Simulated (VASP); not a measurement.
Runs of VASP 6.6.1 on Be. The structure is that of space group Fm-3m (No. 225), or close to it. The cells are those of the table. This isn't the form of Be at room conditions, which is hcp.

| task | cell | k mesh | cutoff (eV) | gap on the mesh (eV) | pressure (GPa) |
| --- | --- | --- | --- | --- | --- |
| single point | a = 2.263 Å, angles 60.0°, 1 atom | 19 × 19 × 19 | 520 | none | -4.3 |
| single point | a = 2.141 Å, angles 60.0°, 1 atom | 19 × 19 × 19 | 520 | none | (b) |
| single point | a = 2.173 Å, angles 60.0°, 1 atom | 19 × 19 × 19 | 520 | none | 11.8 |
| single point | a = 2.320 Å, angles 60.0°, 1 atom | 19 × 19 × 19 | 520 | none | -11.2 |
| relaxation of cell and atoms | relaxed from a = 2.255 Å, angles 60.0°, 1 atom | 17 × 17 × 17 | 600 | none | 0.0 |
| single point | a = 2.204 Å, angles 60.0°, 1 atom | 19 × 19 × 19 | 520 | none | (a) |
| single point | a = 2.234 Å, angles 60.0°, 1 atom | 17 × 17 × 17 | 520 | none | 0.2 |
| single point | a = 2.234 Å, angles 60.0°, 1 atom | 19 × 19 × 19 | 520 | none | 0.2 |

Alike in all rows: level r2SCAN; potentials or basis VASP PAW PBE potentials, release 64 (Be); no spin polarisation; smearing fermi-dirac 0.1 eV.

**Question.** Estimate the missing entries.

**Answer.** (a) 5.5; (b) 19.5.

Caveats: the PAW data sets were made with another functional, which shifts forces and pressure a little; the cell stands under pressure (at least some runs); the cell stands under tension (at least some runs).

A gap of «none» marks levels without a gap at the run's occupations.
